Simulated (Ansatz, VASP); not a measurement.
As: VASP beside Ansatz

```
As
1.0
     0.00000    2.18198    2.18198
     2.18198    0.00000    2.18198
     2.18198    2.18198    0.00000
As
1
Direct
  0.00000 0.00000 0.00000
```

Alike in both runs: task relaxation of cell and atoms; functional r2SCAN; k mesh 6 × 6 × 6; occupations gaussian, width 0.1 eV; no spin polarisation.

|  | VASP | Ansatz |
| --- | --- | --- |
| version | VASP 6.6.1 | Ansatz 0.2.0 |
| potentials or method | VASP PAW PBE potentials, release 64 (As), cutoff 550 eV | scalar-relativistic, plane waves, PAW |
| valence electrons in the cell | 5 | 15 |

VASP gave:

| Quantity | Value |
| --- | --- |
| gap on the k mesh at the Fermi level, each at its own relaxed structure (eV) | none |
| relaxed volume (Å³/atom) | 19.12 |
| relaxed cell length with the largest relative difference (Å) | 3.002 |

Q: Estimate Ansatz's values.

A: gap on the k mesh at the Fermi level, each at its own relaxed structure (eV): none; relaxed volume (Å³/atom): 19.21; relaxed cell length with the largest relative difference (Å): 3.006.

VASP's potentials were made for PBE, not for r2SCAN. A gap of «none» marks a metal or a gap that the smearing closes. VASP's potentials hold 5 valence electrons a cell and Ansatz's 15, so a difference there can come from the potentials and not from the codes.

The k mesh is coarse, so the values compare programs but aren't converged.
